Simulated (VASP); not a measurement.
# SrTiO3 (Pm-3m) in VASP: electric field gradients with revPBE

Aim: the electric field gradients of SrTiO3 with revPBE.

All numbers are computed with VASP 6.6.1; they aren't measurements. Logs are shortened: lines on timing, memory, paths and dates and some standing lists are left out, and cuts for length are marked.

**1. The cell of the first run**

The structure is cubic, space group Pm-3m (No. 221). The conventional cell has a = 3.905 Å, b = 3.905 Å, c = 3.905 Å, α = 90.00°, β = 90.00°, γ = 90.00°. Sr (site symmetry m-3m) has 12 O at 2.76 Å and 8 Ti at 3.38 Å within 3.6 Å. Ti (site symmetry m-3m) has 6 O at 1.95 Å within 2.6 Å. O (site symmetry 4/mmm) has 2 Ti at 1.95 Å within 2.6 Å.

**2. Electric field gradients, revPBE, non-collinear spin, zero start, spin-orbit coupling**

Contents of INCAR:

```
SYSTEM = SrTiO3
  ALGO = Normal
  EDIFF = 1E-8
  ENCUT = 520
  GGA = RE
  GGA_COMPAT = .FALSE.
  ISIF = 2
  ISMEAR = -1
  LASPH = .TRUE.
  LCHARG = .FALSE.
  LEFG = .TRUE.
  LMAXMIX = 4
  LORBIT = 11
  LORBMOM = .TRUE.
  LREAL = .FALSE.
  LSORBIT = .TRUE.
  LWAVE = .FALSE.
  MAGMOM = 0 0 0 0 0 0 0 0 0 0 0 0 0 0 0
  NBANDS = 55
  NELM = 200
  PREC = Accurate
  SIGMA = 0.02
```

Contents of KPOINTS:

```
k-points
0
G
  8 8 8
  0 0 0
```

Contents of POSCAR:

```
SrTiO3
1.0
    3.9050000000      0.0000000000      0.0000000000
    0.0000000000      3.9050000000      0.0000000000
    0.0000000000      0.0000000000      3.9050000000
Sr Ti O
1 1 3
Direct
    0.0000000000      0.0000000000      0.0000000000
    0.5000000000      0.5000000000      0.5000000000
    0.0000000000      0.5000000000      0.5000000000
    0.5000000000      0.0000000000      0.5000000000
    0.5000000000      0.5000000000      0.0000000000
```

Potentials or basis: VASP PAW PBE potentials, release 64 (Sr_sv, Ti_sv, O).

On the command line:

```
> cat potpaw_PBE.64/Sr_sv/POTCAR potpaw_PBE.64/Ti_sv/POTCAR potpaw_PBE.64/O/POTCAR > POTCAR
> mpirun -np 1 vasp_ncl > vasp.out
```

OUTCAR:

```text
SYSTEM = SrTiO3
   EDIFF = 1E-8
   ENCUT = 520
   GGA = RE
   ISIF = 2
   ISMEAR = -1
   LASPH = .TRUE.
   LORBIT = 11
   LREAL = .FALSE.
   LSORBIT = .TRUE.
   NELM = 200
   PREC = Accurate

 ion  position               nearest neighbor table
   1  0.000  0.000  0.000-   3 2.76   4 2.76   5 2.76   3 2.76   4 2.76   3 2.76   5 2.76   3 2.76
                             4 2.76   5 2.76   4 2.76   5 2.76   2 3.38   2 3.38   2 3.38   2 3.38
   2  0.500  0.500  0.500-   3 1.95   4 1.95   5 1.95   5 1.95   4 1.95   3 1.95   1 3.38   1 3.38
                             1 3.38   1 3.38   1 3.38   1 3.38   1 3.38   1 3.38
   3  0.000  0.500  0.500-   2 1.95   2 1.95   1 2.76   1 2.76   1 2.76   1 2.76
   4  0.500  0.000  0.500-   2 1.95   2 1.95   1 2.76   1 2.76   1 2.76   1 2.76
   5  0.500  0.500  0.000-   2 1.95   2 1.95   1 2.76   1 2.76   1 2.76   1 2.76

  LATTYP: Found a simple cubic cell.
 ALAT       =     3.9050000000

  Lattice vectors:

 A1 = (   3.9050000000,   0.0000000000,   0.0000000000)
 A2 = (   0.0000000000,   3.9050000000,   0.0000000000)
 A3 = (   0.0000000000,   0.0000000000,   3.9050000000)

Analysis of symmetry for initial positions (statically):
=====================================================================
 Subroutine PRICEL returns:
 Original cell was already a primitive cell.

 Routine SETGRP: Setting up the symmetry group for a
 simple cubic supercell.

 Subroutine GETGRP returns: Found 48 space group operations
 (whereof 48 operations were pure point group operations)
 out of a pool of 48 trial point group operations.

The static configuration has the point symmetry O_h .

Analysis of symmetry for dynamics (positions and initial velocities):
=====================================================================
 Subroutine PRICEL returns:
 Original cell was already a primitive cell.

 Routine SETGRP: Setting up the symmetry group for a
 simple cubic supercell.

 Subroutine GETGRP returns: Found 48 space group operations
 (whereof 48 operations were pure point group operations)
 out of a pool of 48 trial point group operations.

The dynamic configuration has the point symmetry O_h .

Analysis of structural, dynamic, and magnetic symmetry:
=====================================================================
 Subroutine PRICEL returns:
 Original cell was already a primitive cell.

 Routine SETGRP: Setting up the symmetry group for a
 simple cubic supercell.

 Subroutine GETGRP returns: Found 48 space group operations
 (whereof 48 operations were pure point group operations)
 out of a pool of 48 trial point group operations.
[... 1561 lines left out ...]
   5       0.031       0.000       1.000
----------------------------------------------------------------------

 orbital moment (x)

 # of ion     p       d       tot
 ----------------------------------------
  1        -0.000   0.000  -0.000
  2        -0.000   0.000   0.000
  3        -0.000   0.000  -0.000
  4        -0.000   0.000  -0.000
  5         0.000   0.000   0.000
 ----------------------------------------
           -0.000   0.000  -0.000

 orbital moment (y)

 # of ion     p       d       tot
 ----------------------------------------
  1        -0.000   0.000  -0.000
  2        -0.000   0.000   0.000
  3         0.000   0.000   0.000
  4         0.000   0.000   0.000
  5        -0.000   0.000  -0.000
 ----------------------------------------
           -0.000   0.000  -0.000

 orbital moment (z)

 # of ion     p       d       tot
 ----------------------------------------
  1         0.000   0.000   0.000
  2         0.000   0.000   0.000
  3         0.000   0.000   0.000
  4        -0.000   0.000  -0.000
  5        -0.000   0.000  -0.000
 ----------------------------------------
           -0.000   0.000   0.000

 Spin-Orbit-Coupling matrix elements

 Ion:    1  E_soc:     -0.1727663
 l=   1
     0.0000000    -0.0287750    -0.0287750
    -0.0287750     0.0000000    -0.0287750
    -0.0287750    -0.0287750     0.0000000
 l=   2
     0.0000000    -0.0000044     0.0000000    -0.0000044    -0.0000150
    -0.0000044     0.0000000    -0.0000112    -0.0000044    -0.0000037
     0.0000000    -0.0000112     0.0000000    -0.0000112     0.0000000
    -0.0000044    -0.0000044    -0.0000112     0.0000000    -0.0000037
    -0.0000150    -0.0000037     0.0000000    -0.0000037     0.0000000
 l=   3
     0.0000000     0.0000000     0.0000000     0.0000000     0.0000000     0.0000000     0.0000000
     0.0000000     0.0000000     0.0000000     0.0000000     0.0000000     0.0000000     0.0000000
     0.0000000     0.0000000     0.0000000     0.0000000     0.0000000     0.0000000     0.0000000
     0.0000000     0.0000000     0.0000000     0.0000000     0.0000000     0.0000000     0.0000000
[... 69 lines left out ...]
 l=   2
     0.0000000     0.0000000     0.0000000     0.0000000     0.0000000
     0.0000000     0.0000000     0.0000000     0.0000000     0.0000000
     0.0000000     0.0000000     0.0000000     0.0000000     0.0000000
     0.0000000     0.0000000     0.0000000     0.0000000     0.0000000
     0.0000000     0.0000000     0.0000000     0.0000000     0.0000000
 l=   3
     0.0000000     0.0000000     0.0000000     0.0000000     0.0000000     0.0000000     0.0000000
     0.0000000     0.0000000     0.0000000     0.0000000     0.0000000     0.0000000     0.0000000
     0.0000000     0.0000000     0.0000000     0.0000000     0.0000000     0.0000000     0.0000000
     0.0000000     0.0000000     0.0000000     0.0000000     0.0000000     0.0000000     0.0000000
     0.0000000     0.0000000     0.0000000     0.0000000     0.0000000     0.0000000     0.0000000
     0.0000000     0.0000000     0.0000000     0.0000000     0.0000000     0.0000000     0.0000000
     0.0000000     0.0000000     0.0000000     0.0000000     0.0000000     0.0000000     0.0000000

 total charge

# of ion       s       p       d       tot
------------------------------------------
    1        2.000   5.840   0.199   8.039
    2        2.230   6.319   1.756  10.305
    3        1.568   3.501   0.000   5.070
    4        1.568   3.501   0.000   5.070
    5        1.568   3.501   0.000   5.070
--------------------------------------------------
tot          8.935  22.663   1.956  33.553

 magnetization (x)

# of ion       s       p       d       tot
------------------------------------------
    1        0.000   0.000  -0.000   0.000
    2        0.000   0.000  -0.000   0.000
    3        0.000  -0.000   0.000  -0.000
    4       -0.000   0.000   0.000   0.000
    5        0.000   0.000   0.000   0.000
--------------------------------------------------
tot          0.000   0.000  -0.000   0.000

 magnetization (y)

# of ion       s       p       d       tot
------------------------------------------
    1        0.000   0.000   0.000   0.000
    2        0.000   0.000   0.000   0.000
    3        0.000   0.000   0.000   0.000
    4       -0.000  -0.000   0.000  -0.000
    5        0.000   0.000   0.000   0.000
--------------------------------------------------
tot          0.000   0.000   0.000   0.000

 magnetization (z)

# of ion       s       p       d       tot
------------------------------------------
    1       -0.000  -0.000   0.000   0.000
    2        0.000   0.000   0.000   0.000
    3       -0.000  -0.000   0.000  -0.000
    4       -0.000   0.000   0.000   0.000
    5       -0.000   0.000   0.000   0.000
--------------------------------------------------
tot         -0.000   0.000   0.000   0.000
```

OSZICAR:

```text
N       E                     dE             d eps       ncg     rms          rms(c)
DAV:   1     0.495493213785E+03    0.49549E+03   -0.20073E+04  3850   0.162E+03
DAV:   2     0.252794144323E+02   -0.47021E+03   -0.43565E+03  4058   0.477E+02
[... 28 lines left out ...]
DAV:  31    -0.383952779308E+02    0.35564E-06   -0.47228E-07  5146   0.507E-03    0.675E-03
DAV:  32    -0.383952778373E+02    0.93578E-07   -0.94354E-08  5704   0.205E-03    0.432E-03
DAV:  33    -0.383952777451E+02    0.92181E-07   -0.37522E-08  4593   0.169E-03    0.209E-03
DAV:  34    -0.383952776848E+02    0.60220E-07   -0.30489E-08  4447   0.131E-03    0.479E-04
DAV:  35    -0.383952776692E+02    0.15637E-07   -0.25591E-09  2299   0.448E-04    0.102E-04
DAV:  36    -0.383952776635E+02    0.57357E-08   -0.15892E-09  2243   0.292E-04
   1 F= -.38395278E+02 E0= -.38395278E+02  d E =-.710095E-13  mag=     0.0000     0.0000    -0.0000
```

Wall time 8.3 min (1 thread of Oxide Virtual Turin-like, shared host); peak memory 0.37 GiB.

What came out:

```
Free energy                                           : -38.3953 eV
Pressure                                              : 8.3 GPa
Net moment                                            : 0.00 μB per cell
Largest electric field gradient by atom               : Sr +0.0; Ti -0.0; O +13.0 V/Å²
Valence electrons inside the program's atomic spheres : Sr 8.04; Ti 10.30; O 5.07
```

Moments on the atoms (μB; x, y, z):
```
Sr  0.00 0.00 0.00
Ti  0.00 0.00 0.00
O   0.00 0.00 0.00
O   0.00 0.00 0.00
O   0.00 0.00 0.00
```

Electric field gradients, principal values (V/Å²):
| atom | least | middle | greatest (by size) |
| --- | --- | --- | --- |
| 1 Sr | 0.000 | 0.000 | 0.000 |
| 2 Ti | 0.000 | 0.000 | 0.000 |
| 3 O | -6.509 | -6.509 | 13.018 |
| 4 O | -6.509 | -6.509 | 13.018 |
| 5 O | -6.509 | -6.509 | 13.018 |

Caveat: the cell stands under pressure; without QUAD_EFG the Cq values of the log hold for a quadrupole moment of 1 mb, not for the nuclei; the PAW data sets were made with another functional, which shifts forces and pressure a little.
